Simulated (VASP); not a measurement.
SiC26 (a cell with a defect): single point with PBE

SiC26 (a cell with a defect):

```xyz
27
Lattice="6.1663 -2.1361 0.0000 1.2333 -6.4082 0.0000 2.4665 -2.8481 -8.5757" Properties=species:S:1:pos:R:3 pbc="T T T"
Si    3.7191   -5.7615   -2.0600
C     2.4261   -4.3673   -1.8793
C     1.2924   -2.1487   -2.1977
C     7.3620   -8.6413   -2.2262
C     6.2165   -6.4648   -2.1157
C     5.0006   -4.3903   -2.3448
C     3.7157   -2.1795   -1.9731
C     4.9123   -2.9655   -2.1983
C     5.0117   -7.1552   -1.8800
C     2.4891   -2.9348   -1.9730
C     2.4374   -7.1323   -2.3439
C     7.3877   -7.1939   -2.1155
C     6.2422   -5.0174   -2.2266
C     3.6819   -6.3988   -6.4560
C     2.4487   -4.2624   -6.4572
C     7.3816   -4.2625   -6.4579
C     7.3819   -8.5347   -6.4592
C     6.1484   -6.3984   -6.4562
C     4.9153   -4.2627   -6.4583
C     4.9151   -8.5346   -6.4572
C     6.1484   -9.2469   -6.4595
C     4.9153   -7.1106   -6.4555
C     3.6821   -4.9745   -6.4568
C     2.4485   -2.8383   -6.4573
C     8.6150   -9.2469   -6.4582
C     7.3817   -7.1105   -6.4575
C     6.1484   -4.9745   -6.4576
```

```
Program             : VASP 6.6.1
Task                : single point
Functional          : PBE
Potentials or basis : VASP PAW PBE potentials, release 64 (Si, C)
Cutoff              : 520 eV
k mesh              : 4 × 4 × 4
Occupations         : gaussian, width 0.1 eV
Spin                : no spin polarisation
```

| Quantity | Value |
| --- | --- |
| Pressure | 0.4 GPa |
| Largest force | 0.052 eV/Å |

Forces in eV/Å, atoms in the order of the input:
```
Si   0.001  0.000 -0.003
C    0.032 -0.009  0.013
C    0.001 -0.004  0.001
C   -0.008  0.006  0.001
C   -0.006  0.015  0.003
C   -0.042 -0.018 -0.011
C   -0.003 -0.009 -0.002
C   -0.007  0.004  0.008
C   -0.029  0.010  0.016
C    0.003  0.001  0.004
C    0.046  0.016 -0.016
C   -0.001 -0.016  0.001
C    0.011 -0.016  0.001
C    0.003  0.001 -0.001
C   -0.001  0.001  0.001
C   -0.007 -0.007 -0.001
C   -0.002  0.006 -0.003
C    0.001  0.002 -0.001
C    0.000  0.001 -0.001
C    0.003  0.010  0.004
C   -0.004  0.000  0.000
C   -0.001 -0.003 -0.007
C    0.001  0.007  0.000
C    0.003 -0.004 -0.005
C    0.000 -0.003  0.002
C    0.006  0.001  0.001
C    0.001  0.009 -0.004
```

Stress tensor (GPa, compression positive):
```
10.32 -0.24  0.00
-0.24 -9.11  0.00
 0.00  0.00  0.04
```

Levels at points of the mesh, in eV from the Fermi level:
| k point | band 51 | band 52 | band 53 | band 54 | band 55 | band 56 | band 57 | band 58 |
| --- | --- | --- | --- | --- | --- | --- | --- | --- |
| (0.00, 0.00, 0.00) | -2.66 | -2.66 | -2.00 | -1.24 | 0.81 | 3.19 | 4.03 | 4.21 |
| (0.50, 0.00, 0.00) | -1.39 | -1.23 | -1.18 | -0.62 | 0.62 | 1.81 | 1.85 | 1.86 |
| (0.00, 0.50, 0.00) | -1.31 | -1.22 | -1.12 | 0.00 | 0.01 | 1.84 | 1.85 | 1.99 |
| (0.50, 0.50, 0.50) | -1.37 | -1.24 | -1.20 | -0.86 | 0.71 | 1.80 | 1.85 | 1.90 |
| (0.50, 0.50, 0.00) | -1.39 | -1.22 | -1.21 | -0.87 | 0.70 | 1.77 | 1.84 | 1.95 |
| (0.00, 0.50, 0.50) | -1.28 | -1.22 | -1.15 | -0.01 | 0.01 | 1.82 | 1.84 | 2.06 |
| (0.50, 0.00, 0.50) | -1.37 | -1.22 | -1.20 | -0.62 | 0.61 | 1.78 | 1.84 | 1.95 |
| (0.00, 0.00, 0.50) | -2.66 | -2.66 | -1.99 | -1.23 | 0.81 | 3.84 | 4.06 | 4.26 |

Wall time 23 min on 1 thread of Intel(R) Xeon(R) Platinum 8488C (Sapphire Rapids), on a shared host, peak memory 0.7 GiB.
